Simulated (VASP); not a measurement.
# AlNi3 (Pm-3m) in VASP: a series of runs

The runs below take AlNi3 through single point, with PBE.

Program: VASP 6.6.1. These are calculated values, not measurements. Logs are shortened: lines on timing, memory, paths and dates and some standing lists are left out, and cuts for length are marked.

## (1) The cell of the first run

It takes space group Pm-3m (No. 221, cubic). The conventional cell has a = 3.523 Å, b = 3.523 Å, c = 3.523 Å, α = 90.00°, β = 90.00°, γ = 90.00°. Within 3.3 Å of Al (site symmetry m-3m) lie 12 Ni at 2.49 Å. Ni (site symmetry 4/mmm) has 4 Al at 2.49 Å and 8 Ni at 2.49 Å within 3.3 Å.

## (2) Single point, PBE, collinear spin, ferromagnetic start

The input, INCAR:

```
SYSTEM = AlNi3
PREC     = Accurate       ! precision mode
ENCUT    = 520            ! plane-wave cutoff, eV
EDIFF    = 1E-6           ! SCF threshold, eV
ISMEAR   = -1             ! smearing method
SIGMA    = 0.03           ! smearing width, eV
LREAL    = .False.        ! projectors in reciprocal space
LASPH    = .True.         ! aspherical terms in the spheres
NELM     = 150            ! most SCF steps
ALGO     = Normal         ! electronic algorithm
ISIF     = 2              ! what is computed and relaxed
LWAVE    = .False.        ! write WAVECAR
LCHARG   = .False.        ! write CHGCAR
ISPIN    = 2              ! spin polarisation
MAGMOM   = 0 0.193 0.193 0.194 ! initial moments
LORBIT   = 11             ! projections on sites
NUPDOWN  = 0.58           ! fixed moment
LMAXMIX  = 4              ! l up to which the mixer works
GGA      = PE             ! functional
NBANDS   = 28             ! bands
```

The input, KPOINTS:

```
regular mesh
0
Gamma
  10 10 10
  0 0 0
```

The input, POSCAR:

```
AlNi3
1.0
    3.5230547267      0.0000000000      0.0000000000
    0.0000000000      3.5230547267      0.0000000000
    0.0000000000      0.0000000000      3.5230547267
Al Ni
1 3
Direct
    0.0000000000      0.0000000000      0.0000000000
    0.0000000000      0.5000000000      0.5000000000
    0.5000000000      0.0000000000      0.5000000000
    0.5000000000      0.5000000000      0.0000000000
```

Potentials or basis: VASP PAW PBE potentials, release 64 (Al, Ni).

The run is started by

```
> cat potpaw_PBE.64/Al/POTCAR potpaw_PBE.64/Ni/POTCAR > POTCAR
> mpirun -np 1 vasp_std > vasp.out
```

OUTCAR:

```text
SYSTEM = AlNi3
   PREC = Accurate
   ENCUT = 520
   EDIFF = 1E-6
   ISMEAR = -1
   LREAL = .False.
   LASPH = .True.
   NELM = 150
   ISIF = 2
   ISPIN = 2
   LORBIT = 11
   NUPDOWN = 0.58
   GGA = PE

 ion  position               nearest neighbor table
   1  0.000  0.000  0.000-   2 2.49   3 2.49   4 2.49   2 2.49   3 2.49   2 2.49   4 2.49   2 2.49
                             3 2.49   4 2.49   3 2.49   4 2.49
   2  0.000  0.500  0.500-   1 2.49   3 2.49   4 2.49   1 2.49   4 2.49   1 2.49   3 2.49   1 2.49
                             3 2.49   4 2.49   4 2.49   3 2.49
   3  0.500  0.000  0.500-   1 2.49   2 2.49   4 2.49   1 2.49   4 2.49   2 2.49   4 2.49   4 2.49
                             1 2.49   2 2.49   1 2.49   2 2.49
   4  0.500  0.500  0.000-   1 2.49   2 2.49   3 2.49   2 2.49   3 2.49   1 2.49   3 2.49   3 2.49
                             1 2.49   2 2.49   2 2.49   1 2.49

  LATTYP: Found a simple cubic cell.
 ALAT       =     3.5230547267

  Lattice vectors:

 A1 = (   3.5230547267,   0.0000000000,   0.0000000000)
 A2 = (   0.0000000000,   3.5230547267,   0.0000000000)
 A3 = (   0.0000000000,   0.0000000000,   3.5230547267)

Analysis of symmetry for initial positions (statically):
=====================================================================
 Subroutine PRICEL returns:
 Original cell was already a primitive cell.

 Routine SETGRP: Setting up the symmetry group for a
 simple cubic supercell.

 Subroutine GETGRP returns: Found 48 space group operations
 (whereof 48 operations were pure point group operations)
 out of a pool of 48 trial point group operations.

The static configuration has the point symmetry O_h .

Analysis of symmetry for dynamics (positions and initial velocities):
=====================================================================
 Subroutine PRICEL returns:
 Original cell was already a primitive cell.

 Routine SETGRP: Setting up the symmetry group for a
 simple cubic supercell.

 Subroutine GETGRP returns: Found 48 space group operations
 (whereof 48 operations were pure point group operations)
 out of a pool of 48 trial point group operations.

The dynamic configuration has the point symmetry O_h .

Analysis of structural, dynamic, and magnetic symmetry:
=====================================================================
 Subroutine PRICEL returns:
 Original cell was already a primitive cell.

 Routine SETGRP: Setting up the symmetry group for a
 simple cubic supercell.

 Subroutine GETGRP returns: Found 16 space group operations
 (whereof 16 operations were pure point group operations)
 out of a pool of 48 trial point group operations.

The overall configuration has the point symmetry D_4h.
[... 132 lines left out ...]
   LEPSILON=     F    determine dielectric tensor
   LRPA    =     F    only Hartree local field effects (RPA)
 spin polarized calculation
  energy-cutoff  :      520.00
  volume of cell :       43.73
 maximum number of plane-waves:      1208
 NGX is ok and might be reduce to    28
   NGX = 13   NGY = 13   NGZ = 13

 number of electron      32.9999980 magnetization       0.5800000

 Free energy of the ion-electron system (eV)
  ---------------------------------------------------
  ext. energy  EPLUGINS =         0.00000000
  ---------------------------------------------------
  free energy    TOTEN  =       -21.86164320 eV

  energy without entropy =      -21.84769557  energy(sigma->0) =      -21.85466938

 E-fermi :   9.9323     XC(G=0): -12.8541

 val. band max:        9.9317829740   @ k =   0.2000   0.1000   0.5000
 cond. band min:       9.8842926600   @ k =   0.1000   0.0000   0.2000
 fundamental gap:     -0.0474903139
 Fermi energy:         9.8683522420

 spin component 1

 k-point     1 :       0.0000    0.0000    0.0000
  band No.  band energies     occupation
      1      -0.2354      1.00000
      2       5.4643      1.00000
      3       6.1533      1.00000
      4       6.1534      1.00000
      5       6.5263      1.00000
      6       6.5263      1.00000
[... 733 lines left out ...]
     27      25.4465      0.00000
     28      26.2319      0.00000

 [... further k-points ...]

 spin component 2

 k-point     1 :       0.0000    0.0000    0.0000
  band No.  band energies     occupation
      1      -0.2653      1.00000
      2       5.5231      1.00000
      3       6.2774      1.00000
      4       6.2774      1.00000
      5       6.7648      1.00000
      6       6.7648      1.00000
[... 733 lines left out ...]
     27      25.4363      0.00000
     28      26.2511      0.00000

 [... further k-points ...]

------------------------ aborting loop because EDIFF is reached ----------------------------------------

  FORCE on cell =-STRESS in cart. coord.  units (eV):
  Direction    XX          YY          ZZ          XY          YZ          ZX
  --------------------------------------------------------------------------------------
  -------------------------------------------------------------------------------------
  Total        1.9745078      1.9745078      1.9743358      0.0000000      0.0000000      0.0000000
  in kB       72.3454590     72.3454590     72.3391562      0.0000000      0.0000000      0.0000000
  external PRESSURE =      72.3433581 kB  Pullay stress =       0.0000000 kB

 VOLUME and BASIS-vectors are now :
 -----------------------------------------------------------------------------
  energy-cutoff  :      520.00
  volume of cell :       43.73
      direct lattice vectors                 reciprocal lattice vectors
     3.523054727  0.000000000  0.000000000     0.283844583  0.000000000  0.000000000
     0.000000000  3.523054727  0.000000000     0.000000000  0.283844583  0.000000000
     0.000000000  0.000000000  3.523054727     0.000000000  0.000000000  0.283844583

 POSITION                                       TOTAL-FORCE (eV/Angst)
 -----------------------------------------------------------------------------------
      0.00000      0.00000      0.00000         0.000000      0.000000      0.000000
      0.00000      1.76153      1.76153         0.000000      0.000000      0.000000
      1.76153      0.00000      1.76153         0.000000      0.000000      0.000000
      1.76153      1.76153      0.00000         0.000000      0.000000      0.000000
 -----------------------------------------------------------------------------------
    total drift:                                0.000000      0.000000      0.000000

  FREE ENERGIE OF THE ION-ELECTRON SYSTEM (eV)
  ---------------------------------------------------
  free  energy   TOTEN  =       -21.8616432005 eV

  energy  without entropy=      -21.8476955665  energy(sigma->0) =      -21.85466938

 total charge

# of ion       s       p       d       tot
------------------------------------------
    1        0.412   0.405   0.000   0.817
    2        0.507   0.546   8.396   9.448
    3        0.507   0.546   8.396   9.448
    4        0.507   0.546   8.396   9.448
--------------------------------------------------
tot          1.933   2.042  25.187  29.162

 magnetization (x)

# of ion       s       p       d       tot
------------------------------------------
    1       -0.001  -0.007   0.000  -0.008
    2       -0.003  -0.010   0.221   0.208
    3       -0.003  -0.010   0.221   0.208
    4       -0.003  -0.010   0.221   0.208
--------------------------------------------------
tot         -0.010  -0.037   0.664   0.617
```

OSZICAR:

```text
N       E                     dE             d eps       ncg     rms          rms(c)
DAV:   1     0.197267995537E+03    0.19727E+03   -0.13637E+04 14424   0.151E+03
DAV:   2    -0.134092089410E+02   -0.21068E+03   -0.19507E+03 14164   0.296E+02
DAV:   3    -0.258969833075E+02   -0.12488E+02   -0.11659E+02 15656   0.897E+01
DAV:   4    -0.261236793541E+02   -0.22670E+00   -0.22630E+00 16204   0.116E+01
DAV:   5    -0.261319462960E+02   -0.82669E-02   -0.82662E-02 16500   0.197E+00    0.199E+01
DAV:   6    -0.266876098679E+02   -0.55566E+00   -0.30907E+01 16452   0.101E+02    0.203E+01
DAV:   7    -0.219220029192E+02    0.47656E+01   -0.11532E+01 16880   0.546E+01    0.264E+00
DAV:   8    -0.218860925952E+02    0.35910E-01   -0.19967E-01 16060   0.352E+00    0.144E+00
DAV:   9    -0.218630491592E+02    0.23043E-01   -0.16978E-02 19652   0.190E+00    0.463E-01
DAV:  10    -0.218623480377E+02    0.70112E-03   -0.26568E-03 19544   0.135E+00    0.303E-01
DAV:  11    -0.218617624042E+02    0.58563E-03   -0.11510E-03 17856   0.124E+00    0.124E-01
DAV:  12    -0.218616443164E+02    0.11809E-03   -0.17660E-04 20588   0.263E-01    0.630E-02
DAV:  13    -0.218616427443E+02    0.15722E-05   -0.25396E-05 16796   0.576E-02    0.321E-02
DAV:  14    -0.218616441376E+02   -0.13933E-05   -0.25029E-06 14420   0.202E-02    0.133E-02
DAV:  15    -0.218616432005E+02    0.93710E-06   -0.55432E-07  8232   0.127E-02
   1 F= -.21861643E+02 E0= -.21854669E+02  d E =-.139476E-01  mag=     0.5800
```

stdout:

```text
POSCAR found type information on POSCAR AlNi
 POSCAR found :  2 types and       4 ions
 scaLAPACK will be used
 LDA part: xc-table for (Slater+PW92), standard interpolation
 POSCAR, INCAR and KPOINTS ok, starting setup
 FFT: planning ... GRIDC
 FFT: planning ... GRID_SOFT
 FFT: planning ... GRID
 WAVECAR not read
 entering main loop
```

It took 3.5 min on 1 thread of AMD EPYC 7R13 (Zen 3), shared host; peak memory 0.3 GiB.

What came out:

* Free energy: -21.8616 eV
* Pressure: 7.2 GPa
* Net moment: 0.58 μB per cell
* Site moments: Al -0.01; Ni +0.21 μB
* Valence electrons inside the program's atomic spheres: Al 0.82; Ni 9.45

Caveat: the cell stands under pressure; the total moment is fixed, so each spin has its own Fermi level.

## (3) Single point, PBE

The input, INCAR:

```
PREC = Accurate
ENCUT = 520
EDIFF = 1E-7
ISMEAR = -1
SIGMA = 0.03
LREAL = False
LASPH = True
NELM = 80
ALGO = Normal
ISIF = 2
LWAVE = False
LCHARG = True
GGA = PE
LELF = True
LVHAR = True
NBANDS = 24
```

The input, KPOINTS:

```
Automatic mesh
0
Gamma
  10 10 10
```

POSCAR is that of step 2.

Potentials or basis: VASP PAW PBE potentials, release 64 (Al, Ni).

The run is started by

```
> cat potpaw_PBE.64/Al/POTCAR potpaw_PBE.64/Ni/POTCAR > POTCAR
> mpirun -np 1 vasp_std > vasp.out
```

It took 28 s on 1 thread of Intel Xeon 6975P-C (Granite Rapids), shared host; peak memory 0.18 GiB.

Results (log left out):

* Free energy: -21.8513 eV
* Pressure: 7.0 GPa
* Band gap on the k mesh: zero (an odd number of electrons rules out a gap without spin polarisation)

Levels at points of the mesh, in eV from the Fermi level:
```tsv
k point	band 15	band 16	band 17	band 18	band 19	band 20
(0.00, 0.00, 0.00)	0.19	0.19	0.91	0.91	0.91	6.82
(0.50, 0.00, 0.00)	-0.91	-0.37	0.19	5.72	5.72	5.76
(0.50, 0.50, 0.00)	-0.85	-0.76	-0.48	1.07	1.07	8.38
(0.50, 0.50, 0.50)	-0.96	-0.17	-0.02	-0.02	-0.02	3.66
```

Caveat: the cell stands under pressure.

## (4) Single point, PBE, collinear spin, zero start

The input, INCAR:

```
SYSTEM = AlNi3
ALGO     = Normal         ! electronic algorithm
EDIFF    = 1E-6           ! SCF threshold, eV
ENCUT    = 520            ! plane-wave cutoff, eV
GGA      = PE             ! functional
ISIF     = 2              ! what is computed and relaxed
ISMEAR   = -1             ! smearing method
ISPIN    = 2              ! spin polarisation
LASPH    = .TRUE.         ! aspherical terms in the spheres
LCHARG   = .FALSE.        ! write CHGCAR
LMAXMIX  = 4              ! l up to which the mixer works
LORBIT   = 11             ! projections on sites
LREAL    = .FALSE.        ! projectors in reciprocal space
LWAVE    = .FALSE.        ! write WAVECAR
MAGMOM   = 0 0 0 0        ! initial moments
NBANDS   = 28             ! bands
NELM     = 150            ! most SCF steps
NUPDOWN  = 0.0            ! fixed moment
PREC     = Accurate       ! precision mode
SIGMA    = 0.03           ! smearing width, eV
```

The input, KPOINTS:

```
k-points
0
G
  10 10 10
  0 0 0
```

POSCAR is that of step 3.

The run is started by

```
> cat potpaw_PBE.64/Al/POTCAR potpaw_PBE.64/Ni/POTCAR > POTCAR
> mpirun -np 1 vasp_std > vasp.out
```

Run time: 59 s. Hardware: 1 thread of Intel Xeon 6975P-C (Granite Rapids), shared host; peak memory 0.23 GiB.

Results (log left out):

```
Free energy                                           : -21.8513 eV
Pressure                                              : 7.0 GPa
Net moment                                            : 0.00 μB per cell
Valence electrons inside the program's atomic spheres : Al 0.82; Ni 9.45
```

Caveat: the cell stands under pressure; the total moment is fixed, so each spin has its own Fermi level.

## (5) Single point, PBE, collinear spin, ferromagnetic start

The input, INCAR:

```
SYSTEM = AlNi3
PREC = Accurate
ENCUT = 520
EDIFF = 1E-6
ISMEAR = -1
SIGMA = 0.03
LREAL = .False.
LASPH = .True.
NELM = 150
ALGO = Normal
ISIF = 2
LWAVE = .False.
LCHARG = .False.
ISPIN = 2
MAGMOM = 0 1.5 1.5 1.5
LORBIT = 11
LMAXMIX = 4
GGA = PE
NBANDS = 28
```

The input, KPOINTS:

```
Automatic mesh
0
Gamma
  10 10 10
  0 0 0
```

POSCAR is that of step 4.

The run is started by

```
> cat potpaw_PBE.64/Al/POTCAR potpaw_PBE.64/Ni/POTCAR > POTCAR
> mpirun -np 1 vasp_std > vasp.out
```

Wall time 60 s (1 thread of Intel Xeon 6975P-C (Granite Rapids), shared host); peak memory 0.23 GiB.

Results (log left out):

- Free energy: -21.8649 eV
- Pressure: 7.3 GPa
- Net moment: 0.72 μB per cell
- Site moments: Al -0.01; Ni +0.26 μB
- Valence electrons inside the program's atomic spheres: Al 0.82; Ni 9.45

Levels at points of the mesh, in eV from the Fermi level:
Spin up:
| k point | band 15 | band 16 | band 17 | band 18 | band 19 | band 20 |
| --- | --- | --- | --- | --- | --- | --- |
| (0.00, 0.00, 0.00) | -0.09 | -0.09 | 0.88 | 0.88 | 0.88 | 6.72 |
| (0.50, 0.00, 0.00) | -1.09 | -0.53 | -0.09 | 5.64 | 5.64 | 5.68 |
| (0.50, 0.50, 0.00) | -1.03 | -1.00 | -0.60 | 0.87 | 0.87 | 8.31 |
| (0.50, 0.50, 0.50) | -1.11 | -0.27 | -0.27 | -0.27 | -0.21 | 3.56 |
Spin down:
| k point | band 13 | band 14 | band 15 | band 16 | band 17 | band 18 | band 19 | band 20 |
| --- | --- | --- | --- | --- | --- | --- | --- | --- |
| (0.00, 0.00, 0.00) | 0.01 | 0.36 | 0.36 | 0.36 | 0.84 | 0.84 | 0.84 | 6.81 |
| (0.50, 0.00, 0.00) | -0.96 | -0.96 | -0.85 | -0.34 | 0.36 | 5.70 | 5.70 | 5.73 |
| (0.50, 0.50, 0.00) | -1.18 | -1.13 | -0.82 | -0.61 | -0.47 | 1.16 | 1.16 | 8.35 |
| (0.50, 0.50, 0.50) | -1.20 | -0.93 | -0.93 | -0.23 | 0.11 | 0.11 | 0.11 | 3.66 |

Caveat: the cell stands under pressure.

(Part 1 of 2 ends here.)
